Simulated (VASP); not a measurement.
## ReSbP: single point with PBE

ReSbP:

```
Re Sb P
1.0
     4.16246    0.00000    0.00000
    -2.08123    3.60479    0.00000
     0.00000    0.00000    4.05713
Re Sb P
1 1 1
Direct
  0.66667 0.33333 0.50000
  0.00000 0.00000 0.00000
  0.33333 0.66667 0.00000
```

- Program: VASP 6.6.1
- Task: single point
- Functional: PBE
- Potentials or basis: VASP PAW PBE potentials, release 64 (Re, Sb, P)
- Cutoff: 520 eV
- k mesh: 6 × 6 × 4
- Occupations: gaussian, width 0.1 eV
- Spin: no spin polarisation

The pressure is 2.3 GPa.

Stress tensor (GPa, compression positive):
```
 14.11   0.00   0.00
  0.00  14.11   0.00
  0.00   0.00 -21.30
```

Levels at points of the mesh, in eV from the Fermi level:
| k point | band 5 | band 6 | band 7 | band 8 | band 9 | band 10 | band 11 | band 12 | band 13 | band 14 |
| --- | --- | --- | --- | --- | --- | --- | --- | --- | --- | --- |
| (0.00, 0.00, 0.00) | -3.76 | -2.28 | -0.60 | -0.60 | -0.13 | -0.13 | 0.20 | 0.61 | 0.61 | 3.76 |
| (0.50, 0.00, 0.00) | -3.64 | -0.85 | -0.50 | -0.28 | -0.22 | -0.01 | 2.54 | 2.81 | 3.77 | 6.44 |
| (0.00, 0.00, 0.50) | -3.82 | -2.39 | -2.39 | -1.16 | -1.16 | -0.19 | 1.46 | 4.38 | 4.38 | 4.86 |
| (0.50, 0.00, 0.50) | -4.34 | -2.13 | -0.29 | 0.04 | 0.25 | 0.40 | 0.70 | 3.36 | 3.77 | 5.33 |

Run time: 23 s on 1 thread of Intel Xeon 8259CL, with other jobs on the host, peak memory 0.19 GiB.

Caveat: the k points lie up to 0.39 Å⁻¹ apart; spin-orbit coupling is left out, which moves the levels of the heavy elements.
